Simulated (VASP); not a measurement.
# NbB2 (P6/mmm) in VASP: electric field gradients with LDA

Aim: the electric field gradients of NbB2 with LDA.

Program: VASP 6.6.1. These are calculated values, not measurements. Logs are shortened: lines on timing, memory, paths and dates and some standing lists are left out, and cuts for length are marked.

**1. The cell of the first run**

The structure is hexagonal, space group P6/mmm (No. 191). The conventional cell has a = 3.075 Å, b = 3.075 Å, c = 3.278 Å, α = 90.00°, β = 90.00°, γ = 120.00°. Nb (site symmetry 6/mmm) has 12 B at 2.42 Å and 6 Nb at 3.07 Å within 3.2 Å. B (site symmetry -6m2) has 3 B at 1.78 Å within 2.4 Å.

**2. Electric field gradients, LDA**

INCAR

```
SYSTEM = NbB2
  PREC = Accurate
  ENCUT = 520
  EDIFF = 1E-8
  ISMEAR = -1
  SIGMA = 0.15
  LREAL = .False.
  LASPH = .True.
  NELM = 60
  ALGO = Normal
  ISIF = 2
  LWAVE = .False.
  LCHARG = .False.
  LEFG = .True.
  NBANDS = 16
```

KPOINTS

```
Automatic mesh
0
Gamma
  18 18 12
  0 0 0
```

POSCAR

```
NbB2
1.0
    3.0745115085      0.0000000000      0.0000000000
   -1.5372557543      2.6626050706      0.0000000000
    0.0000000000      0.0000000000      3.2779333573
Nb B
1 2
Direct
    0.0000000000      0.0000000000      0.0000000000
    0.3333333333      0.6666666667      0.5000000000
    0.6666666667      0.3333333333      0.5000000000
```

Potentials or basis: VASP PAW LDA potentials, release 64 (Nb_sv, B).

On the command line:

```bash
cat potpaw_LDA.64/Nb_sv/POTCAR potpaw_LDA.64/B/POTCAR > POTCAR
mpirun -np 1 vasp_std > vasp.out
```

OUTCAR:

```text
SYSTEM = NbB2
   PREC = Accurate
   ENCUT = 520
   EDIFF = 1E-8
   ISMEAR = -1
   LREAL = .False.
   LASPH = .True.
   NELM = 60
   ISIF = 2

 ion  position               nearest neighbor table
   1  0.000  0.000  0.000-   2 2.42   3 2.42   2 2.42   3 2.42   3 2.42   3 2.42   2 2.42   2 2.42
                             3 2.42   3 2.42   2 2.42   2 2.42
   2  0.333  0.667  0.500-   3 1.78   3 1.78   3 1.78   1 2.42   1 2.42   1 2.42   1 2.42   1 2.42
                             1 2.42
   3  0.667  0.333  0.500-   2 1.78   2 1.78   2 1.78   1 2.42   1 2.42   1 2.42   1 2.42   1 2.42
                             1 2.42

  LATTYP: Found a hexagonal cell.
 ALAT       =     3.0745115085
 C/A-ratio  =     1.0661639575

  Lattice vectors:

 A1 = (   3.0745115085,   0.0000000000,   0.0000000000)
 A2 = (  -1.5372557543,   2.6626050706,   0.0000000000)
 A3 = (   0.0000000000,   0.0000000000,   3.2779333573)

Analysis of symmetry for initial positions (statically):
=====================================================================
 Subroutine PRICEL returns:
 Original cell was already a primitive cell.

 Routine SETGRP: Setting up the symmetry group for a
 hexagonal supercell.

 Subroutine GETGRP returns: Found 24 space group operations
 (whereof 24 operations were pure point group operations)
 out of a pool of 24 trial point group operations.

The static configuration has the point symmetry D_6h.

Analysis of symmetry for dynamics (positions and initial velocities):
=====================================================================
 Subroutine PRICEL returns:
 Original cell was already a primitive cell.

 Routine SETGRP: Setting up the symmetry group for a
 hexagonal supercell.

 Subroutine GETGRP returns: Found 24 space group operations
 (whereof 24 operations were pure point group operations)
 out of a pool of 24 trial point group operations.

The dynamic configuration has the point symmetry D_6h.

 Subroutine INISYM returns: Found 24 space group operations
 (whereof 24 operations are pure point group operations),
 and found     1 'primitive' translations

----------------------------------------------------------------------------------------

                                     Primitive cell

  volume of cell :      26.8339

  direct lattice vectors                    reciprocal lattice vectors
     3.074511509  0.000000000  0.000000000     0.325254922  0.187786017  0.000000000
    -1.537255754  2.662605071  0.000000000     0.000000000  0.375572033  0.000000000
     0.000000000  0.000000000  3.277933357     0.000000000  0.000000000  0.305070266

  length of vectors
     3.074511509  3.074511509  3.277933357     0.375572033  0.375572033  0.305070266

  position of ions in fractional coordinates (direct lattice)
     0.000000000  0.000000000  0.000000000
     0.333333333  0.666666667  0.500000000
     0.666666667  0.333333333  0.500000000

  ion indices of the primitive-cell ions
   primitive index   ion index
                 1           1
                 2           2
                 3           3

----------------------------------------------------------------------------------------

 KPOINTS: Automatic mesh

Automatic generation of k-mesh.
 Grid dimensions read from file:
 generate k-points for:   18   18   12

 Generating k-lattice:

  Cartesian coordinates                     Fractional coordinates (reciprocal lattice)
     0.018069718  0.010432556  0.000000000     0.055555556  0.000000000  0.000000000
     0.000000000  0.020865113  0.000000000     0.000000000  0.055555556  0.000000000
     0.000000000  0.000000000  0.025422522     0.000000000  0.000000000  0.083333333

  Length of vectors
     0.020865113  0.020865113  0.025422522

  Shift w.r.t. Gamma in fractional coordinates (k-lattice)
     0.000000000  0.000000000  0.000000000

 Subroutine IBZKPT returns following result:
[... 36 lines left out ...]
   ions per type =               1   2
   NGX,Y,Z   is equivalent  to a cutoff of  12.98, 12.98, 12.17 a.u.
   NGXF,Y,Z  is equivalent  to a cutoff of  25.95, 25.95, 24.34 a.u.
 SYSTEM =  NbB2
   PREC   = accura    normal or accurate (medium, high low for compatibility)
   ISTART =      0    job   : 0-new  1-cont  2-samecut
   ICHARG =      2    charge: 1-file 2-atom 10-const
   ISPIN  =      1    spin polarized calculation?
   LNONCOLLINEAR =      F non collinear calculations
   LSORBIT =      F    spin-orbit coupling
   LASPH  =      T    aspherical Exc in radial PAW
   ENCUT  =  520.0 eV  38.22 Ry    6.18 a.u.   5.72  5.72  6.09*2*pi/ulx,y,z
   NELM   =     60;   NELMIN=  2; NELMDL= -5     # of ELM steps
   EDIFF  = 0.1E-07   stopping-criterion for ELM
   LREAL  =      F    real-space projection
   EDIFFG = 0.1E-06   stopping-criterion for IOM
   NSW    =      0    number of steps for IOM
   IBRION =     -1    ionic relax: 0-MD 1-quasi-New 2-CG
   NFREE  =      0    steps in history (QN), initial steepest desc. (CG)
   ISIF   =      2    stress and relaxation
   ISYM   =      2    0-nonsym 1-usesym 2-fastsym
   POTIM  = 0.5000    time-step for ionic-motion
   TEBEG  =    0.0;   TEEND  =   0.0 temperature during run
   PSTRESS=    0.0 pullay stress
   NELECT =      19.0000    total number of electrons
   NUPDOWN=      -1.0000    fix difference up-down
   EMIN   =  10.00;   EMAX   =-10.00  energy-range for DOS
   EFERMI =   0.00;   METHOD = LEGACY
   ISMEAR =    -1;   SIGMA  =   0.15  broadening in eV -4-tet -1-fermi 0-gaus
   EFERMI_NEDOS =   21; number of points for ismear=-14 and -15
   IALGO  =     38    algorithm
   IMIX   =      4    mixing-type and parameters
     AMIX     =   0.40;   BMIX     =  1.00
     AMIX_MAG =   1.60;   BMIX_MAG =  1.00
  volume/ion in A,a.u.               =       8.94        60.36
  Fermi-wavevector in a.u.,A,eV,Ry     =   1.459145  2.757384 28.968209  2.129103
  Thomas-Fermi vector in A             =   2.575746
   LORBIT       =      0    0 simple, 1 ext, 2 COOP (PROOUT), +10 PAW based schemes
   GGA     = CA    functional components
   LHFCALC =     F    Hartree Fock is set to
   AEXX    =    0.0000 exact exchange contribution
   IVDW    =     0    specifies the selected vdW correction
   LEPSILON=     F    determine dielectric tensor
   LRPA    =     F    only Hartree local field effects (RPA)
 non-spin polarized calculation
  energy-cutoff  :      520.00
  volume of cell :       26.83
 maximum number of plane-waves:       744
 NGX is ok and might be reduce to    24
   NGX = 11   NGY = 11   NGZ = 13

 number of electron      19.0000000 magnetization

 Free energy of the ion-electron system (eV)
  ---------------------------------------------------
  ext. energy  EPLUGINS =         0.00000000
  ---------------------------------------------------
  free energy    TOTEN  =       -28.58881775 eV

  energy without entropy =      -28.51726942  energy(sigma->0) =      -28.55304359

 E-fermi :  12.9271     XC(G=0): -13.3670

 val. band max:       12.9121580325   @ k =   0.2222   0.0000   0.2500
 cond. band min:      12.9305918845   @ k =   0.2778   0.2778   0.1667
 fundamental gap:      0.0184338520
 Fermi energy:        12.9271156422

 k-point     1 :       0.0000    0.0000    0.0000
  band No.  band energies     occupation
      1     -42.4886      2.00000
      2     -18.8487      2.00000
      3     -18.3673      2.00000
      4     -18.3673      2.00000
      5      -1.3999      2.00000
      6       8.4676      2.00000
[... 433 lines left out ...]
      3     -18.7039      2.00000
      4     -18.6153      2.00000
      5       2.0814      2.00000
      6       3.7197      2.00000
[... 8 lines left out ...]
     15      21.4101      0.00000
     16      21.4488      0.00000

 [... further k-points ...]

------------------------ aborting loop because EDIFF is reached ----------------------------------------

  FORCE on cell =-STRESS in cart. coord.  units (eV):
  Direction    XX          YY          ZZ          XY          YZ          ZX
  --------------------------------------------------------------------------------------
  -------------------------------------------------------------------------------------
  Total        0.0188159      0.0188159     -0.0109284     -0.0000000      0.0000000      0.0000000
  in kB        1.1234459      1.1234459     -0.6525050     -0.0000000      0.0000000      0.0000000
  external PRESSURE =       0.5314622 kB  Pullay stress =       0.0000000 kB

 VOLUME and BASIS-vectors are now :
 -----------------------------------------------------------------------------
  energy-cutoff  :      520.00
  volume of cell :       26.83
      direct lattice vectors                 reciprocal lattice vectors
     3.074511509  0.000000000  0.000000000     0.325254922  0.187786017  0.000000000
    -1.537255754  2.662605071  0.000000000     0.000000000  0.375572033  0.000000000
     0.000000000  0.000000000  3.277933357     0.000000000  0.000000000  0.305070266

 POSITION                                       TOTAL-FORCE (eV/Angst)
 -----------------------------------------------------------------------------------
      0.00000      0.00000      0.00000        -0.000000      0.000000      0.000000
     -0.00000      1.77507      1.63897        -0.000000      0.000000     -0.000000
      1.53726      0.88754      1.63897         0.000000     -0.000000      0.000000
 -----------------------------------------------------------------------------------
    total drift:                               -0.000000      0.000000      0.000000

  FREE ENERGIE OF THE ION-ELECTRON SYSTEM (eV)
  ---------------------------------------------------
  free  energy   TOTEN  =       -28.5888177521 eV

  energy  without entropy=      -28.5172694240  energy(sigma->0) =      -28.55304359

 Electric field gradients (V/A^2)
---------------------------------------------------------------------
 ion       V_xx      V_yy      V_zz      V_xy      V_xz      V_yz
---------------------------------------------------------------------
   1     -22.432   -22.432    44.864    -0.000    -0.000     0.000
   2      -1.001    -1.001     2.003    -0.000     0.000    -0.000
   3      -1.001    -1.001     2.003    -0.000     0.000     0.000
---------------------------------------------------------------------

 Electric field gradients after diagonalization (V/A^2)
 (convention: |V_zz| > |V_xx| > |V_yy|)
----------------------------------------------------------------------
 ion       V_xx      V_yy      V_zz     asymmetry (V_yy - V_xx)/ V_zz
----------------------------------------------------------------------
   1     -22.432   -22.431    44.864       0.000
   2      -1.001    -1.001     2.003       0.000
   3      -1.001    -1.001     2.003       0.000
----------------------------------------------------------------------

           NMR quadrupolar parameters

 Cq : quadrupolar parameter    Cq=e*Q*V_zz/h
 eta: asymmetry parameters     (V_yy - V_xx)/ V_zz
 Q  : nuclear electric quadrupole moment in mb (millibarn)
----------------------------------------------------------------------
 ion       Cq(MHz)       eta       Q (mb)
----------------------------------------------------------------------
   1       0.108       0.000       1.000
   2       0.005       0.000       1.000
   3       0.005       0.000       1.000
----------------------------------------------------------------------
```

It took 63 s on 1 thread of Intel Xeon 6975P-C, shared host; peak memory 0.22 GiB.

Results:

```
Free energy : -28.5888 eV
Pressure    : 0.1 GPa
```

Electric field gradients, principal values (V/Å²):
```tsv
atom	least	middle	greatest (by size)
1 Nb	-22.431	-22.432	44.864
2 B	-1.001	-1.001	2.003
3 B	-1.001	-1.001	2.003
```

Caveat: without QUAD_EFG the Cq values of the log hold for a quadrupole moment of 1 mb, not for the nuclei.
